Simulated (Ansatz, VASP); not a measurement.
**One calculation of BP, two programs**

The input INCAR:

```
PREC = Accurate
ENCUT = 500
EDIFF = 1E-6
ISMEAR = 0
SIGMA = 0.05
LREAL = False
LASPH = True
NELM = 120
ALGO = Normal
ISIF = 2
LWAVE = False
LCHARG = True
GGA = PE
LELF = True
LVHAR = True
NBANDS = 11
GGA_COMPAT = False
```

KPOINTS

```
regular mesh
0
Gamma
  10 10 10
```

File POSCAR:

```
BP
1.0
    0.0000000000      2.1831857877      2.2741518622
    2.2741518622      0.0000000000      2.2741518622
    2.2741518622      2.1831857877      0.0000000000
B P
1 1
Direct
    0.0000000000      0.0000000000      0.0000000000
    0.7500000000      0.7500000000      0.7500000000
```

Input for Ansatz:

```yaml
crystal:
  lattice:
    - [0.0, 2.1831857877, 2.2741518622]
    - [2.2741518622, 0.0, 2.2741518622]
    - [2.2741518622, 2.1831857877, 0.0]
  atoms:
    - { symbol: B, position: [0.0, 0.0, 0.0] }
    - { symbol: P, position: [0.75, 0.75, 0.75] }
basis:
  ecutwfc: 420
  precision: f64
kpoints:
  mp_grid: { grid: [10, 10, 10] }
hamiltonian:
  xc: pbe
scf:
  occupations: { method: gaussian, width: 0.05 }
  eigensolver: { kind: davidson }
output:
  forces: true
  eigenvalues: true
  stress: true
```

Alike in both runs: task single point; functional PBE; k mesh 10 × 10 × 10; occupations gaussian, width 0.05 eV; no spin polarisation.

```csv
,VASP,Ansatz
version,VASP 6.6.1,Ansatz 0.2.0
potentials or method,"VASP PAW PBE potentials, release 64 (B, P), cutoff 500 eV","scalar-relativistic, plane waves, PAW"
valence electrons in the cell,8,8
```

```tsv
	VASP	Ansatz	Ansatz less VASP
gap on the k mesh at the Fermi level (eV)	0.58	0.58	+0.005
pressure (GPa)	6.9	7.1	+0.27
traceless stress, the component that is largest in VASP (GPa)	7.07	7.05	-0.012
```

With one functional, cell and mesh, what is left measures potentials, basis and numerics.
